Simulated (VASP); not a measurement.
Crystal: In.

```xyz
1
Lattice="-1.6255 1.6255 2.4737 1.6255 -1.6255 2.4737 1.6255 1.6255 -2.4737" Properties=species:S:1:pos:R:3 pbc="T T T"
In    0.0000    0.0000    0.0000
```

```yaml
Program: VASP 6.6.1
Task: relaxation of cell and atoms
Functional: LDA
Potentials_or_basis: VASP PAW LDA potentials, release 64 (In_d)
Cutoff: 600 eV
k_mesh: 18 × 18 × 18
Occupations: gaussian, width 0.1 eV
Spin: no spin polarisation
```

At the start: pressure -2.5 GPa; volume 26.14 Å³/atom.

Problem. How do energy, volume and symmetry change on relaxing?

Solution. Over 14 steps the energy falls by 14.1 meV/atom and the volume is 24.61 Å³/atom (-5.9 %); space group I4/mmm (No. 139, to 0.1 Å) before and after.

The path:
```csv
step,energy change (eV),largest force (eV/Å),pressure (GPa),volume (Å³)
1,0.0000,0.0000,-2.51,26.14
2,-0.0126,0.0000,-0.10,24.63
3,-0.0126,0.0000,0.10,24.57
4,-0.0129,0.0000,0.14,24.55
5,-0.0138,0.0000,0.22,24.50
6,-0.0132,0.0000,0.53,24.39
7,-0.0139,0.0000,0.36,24.45
8,-0.0140,0.0000,0.22,24.47
9,-0.0140,0.0000,-0.17,24.70
10,-0.0141,0.0000,-0.06,24.62
11,-0.0141,0.0000,0.05,24.59
12,-0.0141,0.0000,-0.01,24.61
13,-0.0141,0.0000,-0.02,24.61
14,-0.0141,0.0000,0.01,24.61
```

Final structure:
```
In
1.0
    -1.57691    1.57691    2.47392
     1.57691   -1.57691    2.47392
     1.57691    1.57691   -2.47392
In
1
Direct
  0.00000 0.00000 0.00000
```
